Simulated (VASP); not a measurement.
Wanted: the native input for a VASP 6.6.1 run.

```yaml
Task: single point
Functional: PBE
Potentials_or_basis: VASP PAW PBE potentials, release 64 (Na_pv)
Cutoff: 520 eV
k_mesh: 8 × 8 × 8
Occupations: gaussian, width 0.1 eV
Spin: no spin polarisation
Dipole_correction: no
Further_INCAR_settings: ALGO = Normal; EDIFF = 1e-06; NBANDS = 10
```

The structure of Na lies in POSCAR:

```
Na
1.0
   -2.1040267987      2.1040267987      2.1040267987
    2.1040267987     -2.1040267987      2.1040267987
    2.1040267987      2.1040267987     -2.1040267987
Na
1
Direct
    0.0000000000      0.0000000000      0.0000000000
```

The input as run:

INCAR

```
SYSTEM = Na
PREC     = Accurate       ! precision mode
ENCUT    = 520            ! plane-wave cutoff, eV
EDIFF    = 1E-6           ! SCF threshold, eV
ISMEAR   = 0              ! smearing method
SIGMA    = 0.1            ! smearing width, eV
LREAL    = .FALSE.        ! projectors in reciprocal space
LASPH    = .TRUE.         ! aspherical terms in the spheres
NELM     = 60             ! most SCF steps
ALGO     = Normal         ! electronic algorithm
ISIF     = 2              ! what is computed and relaxed
LWAVE    = .FALSE.        ! write WAVECAR
LCHARG   = .FALSE.        ! write CHGCAR
GGA      = PE             ! functional
NBANDS   = 10             ! bands
```

KPOINTS

```
regular mesh
0
G
  8 8 8
  0 0 0
```

Potentials or basis: VASP PAW PBE potentials, release 64 (Na_pv).

Launch:

```bash
$ cat potpaw_PBE.64/Na_pv/POTCAR > POTCAR
$ mpirun -np 1 vasp_std > vasp.out
```

Results of the run:

| Quantity | Value |
| --- | --- |
| Pressure | -0.1 GPa |

Wall time 6.9 s on 1 thread of AMD EPYC 7R43 64-Core Processor (Zen 3) (shared host), peak memory 0.11 GiB.
